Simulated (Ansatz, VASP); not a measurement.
## InBi3O in VASP and in Ansatz

```xyz
5
Lattice="-2.9633 2.9633 3.5701 2.9633 -2.9633 3.5701 2.9633 2.9633 -3.5701" Properties=species:S:1:pos:R:3 pbc="T T T"
In    0.0000    0.0000    3.6366
Bi    2.9633    0.0000    3.3259
Bi    0.0000    2.9633    3.3259
Bi    0.0000    0.0000    0.5030
O     0.0000    0.0000    5.3210
```

Alike in both runs: task relaxation of cell and atoms; functional PBE; k mesh 4 × 4 × 4; occupations gaussian, width 0.2 eV; no spin polarisation.

```csv
,VASP,Ansatz
version,VASP 6.6.1,Ansatz 0.2.0
potentials or method,"VASP PAW PBE potentials, release 64 (In_d, Bi_d, O), cutoff 600 eV","scalar-relativistic, plane waves, PAW"
valence electrons in the cell,64,64
```

|  | VASP | Ansatz | Ansatz less VASP |
| --- | --- | --- | --- |
| gap on the k mesh at the Fermi level, each at its own relaxed structure (eV) | none | none | - |
| relaxed volume (Å³/atom) | 28.40 | 28.28 | -0.115 |
| relaxed length of the cell vector where the two differ most in proportion (Å) | 5.742 | 5.737 | -0.0046 |

A gap of «none» marks a metal or a gap that the smearing closes.

The k mesh is coarse, so the values compare programs but aren't converged. Neither program's run includes spin-orbit coupling.
